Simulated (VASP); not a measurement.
IrO2:

```
Ir O
1.0
     4.50531    0.00000    0.00000
     0.00000    4.50531    0.00000
     0.00000    0.00000    3.17671
Ir O
2 4
Direct
  0.50000 0.50000 0.50000
  0.00000 0.00000 0.00000
  0.69134 0.69134 0.00000
  0.80866 0.19134 0.50000
  0.30866 0.30866 0.00000
  0.19134 0.80866 0.50000
```

* Program: VASP 6.6.1
* Task: relaxation of cell and atoms
* Functional: PBE
* Potentials or basis: VASP PAW PBE potentials, release 64 (Ir, O)
* Cutoff: 600 eV
* k mesh: 8 × 8 × 12
* Occupations: gaussian, width 0.1 eV
* Spin: no spin polarisation

At the start: pressure 5.2 GPa; volume 10.75 Å³/atom.

**Question.** How do energy, volume and symmetry change on relaxing?

**Answer.** Over 7 steps the energy falls by 3.2 meV/atom and the volume is 10.95 Å³/atom (+1.9 %); space group P4_2/mnm (No. 136, to 0.05 Å).

The path:
```csv
step,energy change (eV),largest force (eV/Å),pressure (GPa),volume (Å³)
1,0.0000,0.0081,5.23,64.48
2,0.0398,0.0840,-8.29,67.81
3,-0.0186,0.0280,-0.01,65.65
4,-0.0186,0.0273,0.08,65.63
5,-0.0192,0.0653,0.06,65.70
6,-0.0193,0.0369,0.07,65.68
7,-0.0194,0.0089,-0.09,65.73
```

Final structure:
```
Ir O
1.0
     4.53934    0.00000    0.00000
     0.00000    4.53934    0.00000
     0.00000    0.00000    3.18971
Ir O
2 4
Direct
  0.50000 0.50000 0.50000
  0.00000 0.00000 0.00000
  0.69144 0.69144 0.00000
  0.80856 0.19144 0.50000
  0.30856 0.30856 0.00000
  0.19144 0.80856 0.50000
```
